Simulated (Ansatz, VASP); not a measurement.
Ta2N: VASP beside Ansatz

```
Ta N
1.0
     5.16097    0.00000    0.00000
    -2.58049    4.46953    0.00000
     0.00000    0.00000    5.01285
Ta N
6 3
Direct
  0.67888 0.67888 0.75260
  0.00000 0.32112 0.75260
  0.32112 0.00000 0.75260
  0.32112 0.32112 0.24740
  0.00000 0.67888 0.24740
  0.67888 0.00000 0.24740
  0.66667 0.33333 0.50000
  0.33333 0.66667 0.50000
  0.00000 0.00000 0.00000
```

Alike in both runs: task single point; functional LDA; k mesh 9 × 9 × 8; occupations gaussian, width 0.15 eV; no spin polarisation.

|  | VASP | Ansatz |
| --- | --- | --- |
| version | VASP 6.6.1 | Ansatz 0.2.0 |
| potentials or method | VASP PAW LDA potentials, release 64 (Ta_pv, N), cutoff 520 eV | scalar-relativistic, plane waves, PAW |
| valence electrons in the cell | 81 | 93 |

Ansatz gave:

```
gap on the k mesh at the Fermi level (eV)                     : none
pressure (GPa)                                                : 1.7
traceless stress, the component that is largest in VASP (GPa) : -8.11
rms of the force components (eV/Å)                            : 0.946
```

Q: Which values does VASP return?

A: gap on the k mesh at the Fermi level (eV): none; pressure (GPa): 3.3; traceless stress, the component that is largest in VASP (GPa): -8.08; rms of the force components (eV/Å): 0.956.

Ansatz warns that its potentials were made for another functional, while VASP's fit it. LDA's correlation is that of Perdew and Zunger in VASP and of Perdew and Wang (1992) in Ansatz. Atom by atom the forces differ by 0.011 eV/Å (rms over components). A gap of «none» marks a metal or a gap that the smearing closes. VASP's potentials hold 81 valence electrons a cell and Ansatz's 93, so a difference there can come from the potentials and not from the codes.

Spin-orbit coupling is off throughout.
